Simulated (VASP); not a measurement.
KI:

```
K I
1.0
    -2.66257    2.66257    3.77023
     2.66257   -2.66257    3.77023
     2.66257    2.66257   -3.77023
K I
1 1
Direct
  0.25000 0.75000 0.50000
  0.00000 0.00000 0.00000
```

- Program: VASP 6.6.1
- Task: relaxation of cell and atoms
- Functional: PBE
- Potentials or basis: VASP PAW PBE potentials, release 64 (K_sv, I)
- Cutoff: 600 eV
- k mesh: 6 × 6 × 6
- Occupations: gaussian, width 0.02 eV
- Spin: no spin polarisation

At the start: pressure 1.9 GPa; volume 53.46 Å³/atom.

Task: How do energy, volume and symmetry change on relaxing?

Result: Over 4 steps the energy falls by 53.5 meV/atom and the volume is 63.82 Å³/atom (+19.4 %); space group F-43m (No. 216, to 0.05 Å).

Step by step:
```
step  energy change (eV)  largest force (eV/Å)  pressure (GPa)  volume (Å³)
   1              0.0000                0.0000            1.95       106.91
   2             -0.0842                0.0000            0.75       117.29
   3             -0.1058                0.0000            0.15       125.33
   4             -0.1069                0.0000            0.01       127.64
```

Final structure:
```xyz
2
Lattice="-2.8245 2.8245 3.9999 2.8245 -2.8245 3.9999 2.8245 2.8245 -3.9999" Properties=species:S:1:pos:R:3 pbc="T T T"
K     2.8245    0.0000    2.0000
I     0.0000    0.0000    0.0000
```

Caveat: the volume moved by over 15 % at a fixed basis, so the end points are rough.
